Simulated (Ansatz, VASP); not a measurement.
**InP in VASP and in Ansatz**

```
In P
1.0
     0.00000    2.98003    2.98003
     2.98003    0.00000    2.98003
     2.98003    2.98003    0.00000
In P
1 1
Direct
  0.00000 0.00000 0.00000
  0.25000 0.25000 0.25000
```

Alike in both runs: functional PBE; k mesh 8 × 8 × 8; occupations gaussian, width 0.02 eV; no spin polarisation.

Ansatz relaxed the structure, and its values are those at the end. VASP's run is a single point on that final structure, the one shown.

|  | VASP | Ansatz |
| --- | --- | --- |
| version | VASP 6.6.1 | Ansatz 0.2.0 |
| potentials or method | VASP PAW PBE potentials, release 64 (In_d, P), cutoff 520 eV | scalar-relativistic, plane waves, PAW |
| valence electrons in the cell | 18 | 18 |

|  | VASP | Ansatz | Ansatz less VASP |
| --- | --- | --- | --- |
| gap on the k mesh at the Fermi level (eV) | 0.44 | 0.44 | +0.003 |
| least direct gap on the mesh (eV) | 0.44 | 0.44 | +0.003 |
| pressure (GPa) | -0.1 | 0.0 | +0.04 |

With one functional, cell and mesh, what is left measures potentials, basis and numerics.
